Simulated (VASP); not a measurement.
A run of VASP 6.6.1 is set up as follows.

INCAR

```
ALGO     = Normal         # electronic algorithm
EDIFF    = 1E-6           # SCF threshold, eV
ENCUT    = 520            # plane-wave cutoff, eV
GGA      = PE             # functional
ISIF     = 2              # what is computed and relaxed
ISMEAR   = 0              # smearing method
LASPH    = True           # aspherical terms in the spheres
LCHARG   = False          # write CHGCAR
LREAL    = False          # projectors in reciprocal space
LWAVE    = False          # write WAVECAR
NBANDS   = 16             # bands
NELM     = 80             # most SCF steps
PREC     = Accurate       # precision mode
SIGMA    = 0.027000000000000003 # smearing width, eV
```

The input KPOINTS:

```
k-points
0
Gamma
  8 8 8
```

File POSCAR:

```
CuI
1.0
    0.0000000000      3.0315000000      3.0315000000
    3.0315000000      0.0000000000      3.0315000000
    3.0315000000      3.0315000000      0.0000000000
I Cu
1 1
Direct
    0.0000000000      0.0000000000      0.0000000000
    0.7500000000      0.7500000000      0.7500000000
```

Potentials or basis: VASP PAW PBE potentials, release 64 (I, Cu).

Run with:

```bash
$ cat potpaw_PBE.64/I/POTCAR potpaw_PBE.64/Cu/POTCAR > POTCAR
$ mpirun -np 1 vasp_std > vasp.out
```

(1) Predict the pressure.

(2) Estimate the band gap on the k mesh.

## Answers

(1) 0.7 GPa.

(2) 1.14 eV, direct.

Caveat: spin-orbit coupling is left out, which moves the levels of the heavy elements.
